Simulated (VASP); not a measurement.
# VH2 (Fm-3m) in VASP: a series of runs

Runs on VH2. Level: r2SCAN. Tasks: single point.

Everything below comes from runs of VASP 6.6.1. Logs are shortened: lines on timing, memory, paths and dates and some standing lists are left out, and cuts for length are marked.

## Step 1: The cell of the first run

The structure is cubic, space group Fm-3m (No. 225). The conventional cell has a = 4.229 Å, b = 4.229 Å, c = 4.229 Å, α = 90.00°, β = 90.00°, γ = 90.00°. V (site symmetry m-3m) has 8 H at 1.83 Å within 2.4 Å. Within 2.4 Å of H (site symmetry -43m) lie 4 V at 1.83 Å and 6 H at 2.11 Å.

## Step 2: Single point, r2SCAN (6.30 Å³/atom)

Input file POSCAR:

```
VH2
1.0
    0.0000000000      2.1144859398      2.1144859398
    2.1144859398      0.0000000000      2.1144859398
    2.1144859398      2.1144859398      0.0000000000
V H
1 2
Direct
    0.0000000000      0.0000000000      0.0000000000
    0.2500000000      0.2500000000      0.2500000000
    0.7500000000      0.7500000000      0.7500000000
```

Input file INCAR.step1:

```
SYSTEM = VH2
ALGO     = Normal         ! electronic algorithm
EDIFF    = 1E-4           ! SCF threshold, eV
ENCUT    = 520            ! plane-wave cutoff, eV
GGA      = PE             ! functional
ISMEAR   = 0              ! smearing method
LASPH    = .True.         ! aspherical terms in the spheres
LCHARG   = .False.        ! write CHGCAR
LREAL    = .False.        ! projectors in reciprocal space
LWAVE    = .True.         ! write WAVECAR
NBANDS   = 14             ! bands
NELM     = 60             ! most SCF steps
PREC     = Accurate       ! precision mode
SIGMA    = 0.1            ! smearing width, eV
```

Input file INCAR.step2:

```
SYSTEM = VH2
ALGO     = Normal         ! electronic algorithm
EDIFF    = 1E-6           ! SCF threshold, eV
ENCUT    = 520            ! plane-wave cutoff, eV
ISIF     = 2              ! what is computed and relaxed
ISMEAR   = 0              ! smearing method
ISTART   = 1            
LASPH    = .True.         ! aspherical terms in the spheres
LCHARG   = .False.        ! write CHGCAR
LMIXTAU  = .True.       
LREAL    = .False.        ! projectors in reciprocal space
LWAVE    = .False.        ! write WAVECAR
METAGGA  = R2SCAN         ! meta-GGA
NBANDS   = 14             ! bands
NELM     = 60             ! most SCF steps
PREC     = Accurate       ! precision mode
SIGMA    = 0.1            ! smearing width, eV
```

Input file KPOINTS:

```
k-points
0
Gamma
  16 16 16
  0 0 0
```

Potentials or basis: VASP PAW PBE potentials, release 64 (V_sv, H).

The run is started by

```
$ cat potpaw_PBE.64/V_sv/POTCAR potpaw_PBE.64/H/POTCAR > POTCAR
$ cp INCAR.step1 INCAR
$ mpirun -np 1 vasp_std > vasp.out
$ cp INCAR.step2 INCAR
$ mpirun -np 1 vasp_std > vasp.out
```

OUTCAR:

```text
SYSTEM = VH2
   EDIFF = 1E-6
   ENCUT = 520
   ISIF = 2
   ISMEAR = 0
   ISTART = 1
   LASPH = .True.
   LREAL = .False.
   METAGGA = R2SCAN
   NELM = 60
   PREC = Accurate

 ion  position               nearest neighbor table
   1  0.000  0.000  0.000-   2 1.83   3 1.83   3 1.83   3 1.83   3 1.83   2 1.83   2 1.83   2 1.83

   2  0.250  0.250  0.250-   1 1.83   1 1.83   1 1.83   1 1.83
   3  0.750  0.750  0.750-   1 1.83   1 1.83   1 1.83   1 1.83

  LATTYP: Found a face centered cubic cell.
 ALAT       =     4.2289718796

  Lattice vectors:

 A1 = (   0.0000000000,   2.1144859398,   2.1144859398)
 A2 = (   2.1144859398,   0.0000000000,   2.1144859398)
 A3 = (   2.1144859398,   2.1144859398,   0.0000000000)

Analysis of symmetry for initial positions (statically):
=====================================================================
 Subroutine PRICEL returns:
 Original cell was already a primitive cell.

 Routine SETGRP: Setting up the symmetry group for a
 face centered cubic supercell.

 Subroutine GETGRP returns: Found 48 space group operations
 (whereof 48 operations were pure point group operations)
 out of a pool of 48 trial point group operations.

The static configuration has the point symmetry O_h .

Analysis of symmetry for dynamics (positions and initial velocities):
=====================================================================
 Subroutine PRICEL returns:
 Original cell was already a primitive cell.

 Routine SETGRP: Setting up the symmetry group for a
 face centered cubic supercell.

 Subroutine GETGRP returns: Found 48 space group operations
 (whereof 48 operations were pure point group operations)
 out of a pool of 48 trial point group operations.

The dynamic configuration has the point symmetry O_h .

 Subroutine INISYM returns: Found 48 space group operations
 (whereof 48 operations are pure point group operations),
 and found     1 'primitive' translations

----------------------------------------------------------------------------------------

                                     Primitive cell

  volume of cell :      18.9079

  direct lattice vectors                    reciprocal lattice vectors
     0.000000000  2.114485940  2.114485940    -0.236464093  0.236464093  0.236464093
     2.114485940  0.000000000  2.114485940     0.236464093 -0.236464093  0.236464093
     2.114485940  2.114485940  0.000000000     0.236464093  0.236464093 -0.236464093

  length of vectors
     2.990334694  2.990334694  2.990334694     0.409567823  0.409567823  0.409567823

  position of ions in fractional coordinates (direct lattice)
     0.000000000  0.000000000  0.000000000
     0.250000000  0.250000000  0.250000000
     0.750000000  0.750000000  0.750000000

  ion indices of the primitive-cell ions
   primitive index   ion index
                 1           1
                 2           2
                 3           3

----------------------------------------------------------------------------------------

 KPOINTS: k-points

Automatic generation of k-mesh.
 Grid dimensions read from file:
 generate k-points for:   16   16   16

 Generating k-lattice:

  Cartesian coordinates                     Fractional coordinates (reciprocal lattice)
    -0.014779006  0.014779006  0.014779006     0.062500000  0.000000000  0.000000000
     0.014779006 -0.014779006  0.014779006     0.000000000  0.062500000  0.000000000
     0.014779006  0.014779006 -0.014779006     0.000000000  0.000000000  0.062500000

  Length of vectors
     0.025597989  0.025597989  0.025597989

  Shift w.r.t. Gamma in fractional coordinates (k-lattice)
     0.000000000  0.000000000  0.000000000

 Subroutine IBZKPT returns following result:
 ===========================================

 Found    145 irreducible k-points:

 Following reciprocal coordinates:
            Coordinates               Weight
  0.000000  0.000000  0.000000      1.000000
  0.062500  0.000000  0.000000      8.000000
  0.125000  0.000000  0.000000      8.000000
  0.187500  0.000000  0.000000      8.000000
  0.250000  0.000000  0.000000      8.000000
  0.312500  0.000000  0.000000      8.000000
[... 16 lines left out ...]
 -0.125000  0.062500  0.000000     24.000000
 -0.062500  0.062500  0.000000     12.000000
 [... further k-points ...]
   k-points           NKPTS =    145   k-points in BZ     NKDIM =    145   number of bands    NBANDS=     14
   number of dos      NEDOS =    301   number of ions     NIONS =      3
   total plane-waves  NPLWV =  13824
   dimension x,y,z NGX =    24 NGY =   24 NGZ =   24
   dimension x,y,z NGXF=    48 NGYF=   48 NGZF=   48
   ions per type =               1   2
   NGX,Y,Z   is equivalent  to a cutoff of  13.34, 13.34, 13.34 a.u.
   NGXF,Y,Z  is equivalent  to a cutoff of  26.69, 26.69, 26.69 a.u.
 SYSTEM =  VH2
   PREC   = accura    normal or accurate (medium, high low for compatibility)
   ISTART =      1    job   : 0-new  1-cont  2-samecut
   ICHARG =      0    charge: 1-file 2-atom 10-const
   ISPIN  =      1    spin polarized calculation?
   LNONCOLLINEAR =      F non collinear calculations
   LSORBIT =      F    spin-orbit coupling
   LASPH  =      T    aspherical Exc in radial PAW
   ENCUT  =  520.0 eV  38.22 Ry    6.18 a.u.   5.56  5.56  5.56*2*pi/ulx,y,z
   NELM   =     60;   NELMIN=  2; NELMDL=  0     # of ELM steps
   EDIFF  = 0.1E-05   stopping-criterion for ELM
   LREAL  =      F    real-space projection
[... 7 lines left out ...]
   TEBEG  =    0.0;   TEEND  =   0.0 temperature during run
   PSTRESS=    0.0 pullay stress
   NELECT =      15.0000    total number of electrons
   NUPDOWN=      -1.0000    fix difference up-down
   EMIN   =  10.00;   EMAX   =-10.00  energy-range for DOS
   EFERMI =   0.00;   METHOD = LEGACY
   ISMEAR =     0;   SIGMA  =   0.10  broadening in eV -4-tet -1-fermi 0-gaus
   EFERMI_NEDOS =   21; number of points for ismear=-14 and -15
   IALGO  =     38    algorithm
   IMIX   =      4    mixing-type and parameters
     AMIX     =   0.40;   BMIX     =  1.00
     AMIX_MAG =   1.60;   BMIX_MAG =  1.00
  volume/ion in A,a.u.               =       6.30        42.53
  Fermi-wavevector in a.u.,A,eV,Ry     =   1.515504  2.863887 31.249217  2.296753
  Thomas-Fermi vector in A             =   2.625019
   LORBIT       =      0    0 simple, 1 ext, 2 COOP (PROOUT), +10 PAW based schemes
   METAGGA = R2SCAN    functional components
   LHFCALC =     F    Hartree Fock is set to
   AEXX    =    0.0000 exact exchange contribution
   IVDW    =     0    specifies the selected vdW correction
   LEPSILON=     F    determine dielectric tensor
   LRPA    =     F    only Hartree local field effects (RPA)
 non-spin polarized calculation
 Gauss-broadening in eV      SIGMA  =   0.10
  energy-cutoff  :      520.00
  volume of cell :       18.91
 maximum number of plane-waves:       531
 NGX is ok and might be reduce to    24
   NGX = 11   NGY = 11   NGZ = 11

 number of electron      14.9999997 magnetization

 Free energy of the ion-electron system (eV)
  ---------------------------------------------------
  ext. energy  EPLUGINS =         0.00000000
  ---------------------------------------------------
  free energy    TOTEN  =       -21.73489055 eV

  energy without entropy =      -21.72805931  energy(sigma->0) =      -21.73147493

 E-fermi :   8.4999     XC(G=0): -13.1763

 val. band max:        8.4921296917   @ k =   0.2500   0.2500   0.0000
 cond. band min:       8.5021809745   @ k =   0.5000   0.2500   0.0625
 fundamental gap:      0.0100512827
 Fermi energy:         8.4998927968

 k-point     1 :       0.0000    0.0000    0.0000
  band No.  band energies     occupation
      1     -58.7639      2.00000
      2     -31.3204      2.00000
      3     -31.3204      2.00000
      4     -31.3204      2.00000
      5      -3.7414      2.00000
      6       7.4842      2.00000
      7       7.4842      2.00000
      8       7.4842      2.00000
      9       9.2789      0.00000
     10       9.2789      0.00000
     11       9.3287      0.00000
     12      25.3027      0.00000
     13      26.7252      0.00000
     14      26.7252      0.00000

 k-point     2 :       0.0625    0.0000    0.0000
  band No.  band energies     occupation
      1     -58.7618      2.00000
      2     -31.3352      2.00000
      3     -31.3223      2.00000
      4     -31.3223      2.00000
      5      -3.6326      2.00000
      6       6.8473      2.00000
      7       7.5263      2.00000
      8       7.5263      2.00000
      9       9.2552      0.00000
     10       9.2552      0.00000
     11      10.0262      0.00000
     12      24.0463      0.00000
     13      26.6209      0.00000
     14      26.6209      0.00000

 k-point     3 :       0.1250    0.0000    0.0000
  band No.  band energies     occupation
      1     -58.7557      2.00000
      2     -31.3772      2.00000
      3     -31.3276      2.00000
      4     -31.3276      2.00000
      5      -3.3139      2.00000
      6       5.8223      2.00000
      7       7.6362      2.00000
      8       7.6362      2.00000
      9       9.2044      0.00000
     10       9.2044      0.00000
     11      11.2069      0.00000
     12      22.2711      0.00000
     13      25.8140      0.00000
     14      26.3719      0.00000

 k-point     4 :       0.1875    0.0000    0.0000
  band No.  band energies     occupation
      1     -58.7467      2.00000
      2     -31.4395      2.00000
      3     -31.3355      2.00000
      4     -31.3355      2.00000
      5      -2.8094      2.00000
      6       4.8499      2.00000
      7       7.7601      2.00000
      8       7.7601      2.00000
      9       9.1872      0.00000
     10       9.1872      0.00000
     11      12.3442      0.00000
     12      20.5831      0.00000
     13      24.5947      0.00000
     14      26.0361      0.00000

 k-point     5 :       0.2500    0.0000    0.0000
  band No.  band energies     occupation
      1     -58.7360      2.00000
      2     -31.5123      2.00000
      3     -31.3447      2.00000
      4     -31.3447      2.00000
      5      -2.1613      2.00000
      6       4.0077      2.00000
      7       7.8201      2.00000
      8       7.8202      2.00000
      9       9.2833      0.00000
     10       9.2833      0.00000
     11      13.2082      0.00000
[... 276 lines left out ...]
 k-point    22 :      -0.1875    0.0625    0.0000
  band No.  band energies     occupation
      1     -58.7417      2.00000
      2     -31.4665      2.00000
      3     -31.3516      2.00000
      4     -31.3350      2.00000
      5      -2.5168      2.00000
      6       4.4326      2.00000
      7       7.7744      2.00000
      8       7.8622      2.00000
      9       8.9969      0.00000
     10       9.3819      0.00000
     11      12.8210      0.00000
     12      20.0318      0.00000
     13      23.7942      0.00000
     14      24.4971      0.00000

 k-point    23 :      -0.1250    0.0625    0.0000
  band No.  band energies     occupation
      1     -58.7513      2.00000
      2     -31.4025      2.00000
      3     -31.3406      2.00000
      4     -31.3276      2.00000
      5      -3.0719      2.00000
      6       5.2984      2.00000
      7       7.7035      2.00000
      8       7.7265      2.00000
      9       9.0424      0.00000
     10       9.3043      0.00000
     11      11.8273      0.00000
     12      21.5441      0.00000
     13      24.7734      0.00000
     14      25.2401      0.00000

 k-point    24 :      -0.0625    0.0625    0.0000
  band No.  band energies     occupation
      1     -58.7584      2.00000
      2     -31.3562      2.00000
      3     -31.3303      2.00000
      4     -31.3231      2.00000
      5      -3.4536      2.00000
      6       6.1952      2.00000
      7       7.5922      2.00000
      8       7.5984      2.00000
      9       9.1549      0.00000
     10       9.2850      0.00000
     11      10.7670      0.00000
     12      23.0174      0.00000
     13      25.5242      0.00000
     14      26.4175      0.00000

 [... further k-points ...]

------------------------ aborting loop because EDIFF is reached ----------------------------------------

  FORCE on cell =-STRESS in cart. coord.  units (eV):
  Direction    XX          YY          ZZ          XY          YZ          ZX
  --------------------------------------------------------------------------------------
  -------------------------------------------------------------------------------------
  Total       -0.5661272     -0.5661272     -0.5661272      0.0000000      0.0000000      0.0000000
  in kB      -47.9711562    -47.9711562    -47.9711562      0.0000000      0.0000000      0.0000000
  external PRESSURE =     -47.9711562 kB  Pullay stress =       0.0000000 kB

 VOLUME and BASIS-vectors are now :
 -----------------------------------------------------------------------------
  energy-cutoff  :      520.00
  volume of cell :       18.91
      direct lattice vectors                 reciprocal lattice vectors
     0.000000000  2.114485940  2.114485940    -0.236464093  0.236464093  0.236464093
     2.114485940  0.000000000  2.114485940     0.236464093 -0.236464093  0.236464093
     2.114485940  2.114485940  0.000000000     0.236464093  0.236464093 -0.236464093

 POSITION                                       TOTAL-FORCE (eV/Angst)
 -----------------------------------------------------------------------------------
      0.00000      0.00000      0.00000        -0.000000     -0.000000      0.000000
      1.05724      1.05724      1.05724         0.000000      0.000000     -0.000000
      3.17173      3.17173      3.17173        -0.000000      0.000000     -0.000000
 -----------------------------------------------------------------------------------
    total drift:                               -0.000000      0.000000      0.000000

  FREE ENERGIE OF THE ION-ELECTRON SYSTEM (eV)
  ---------------------------------------------------
  free  energy   TOTEN  =       -21.7348905480 eV

  energy  without entropy=      -21.7280593140  energy(sigma->0) =      -21.73147493
```

It took 1.8 min on 1 thread of Intel Xeon Platinum 8375C at 2.90GHz (Ice Lake), shared host; peak memory 0.17 GiB.

Results:

```yaml
Free_energy: -21.7349 eV
Pressure: -4.8 GPa
Band_gap_on_the_k_mesh: zero (an odd number of electrons rules out a gap without spin polarisation)
```

Caveat: the cell stands under tension; the PAW data sets were made with another functional, which shifts forces and pressure a little.

(Part 1 of 2 ends here.)
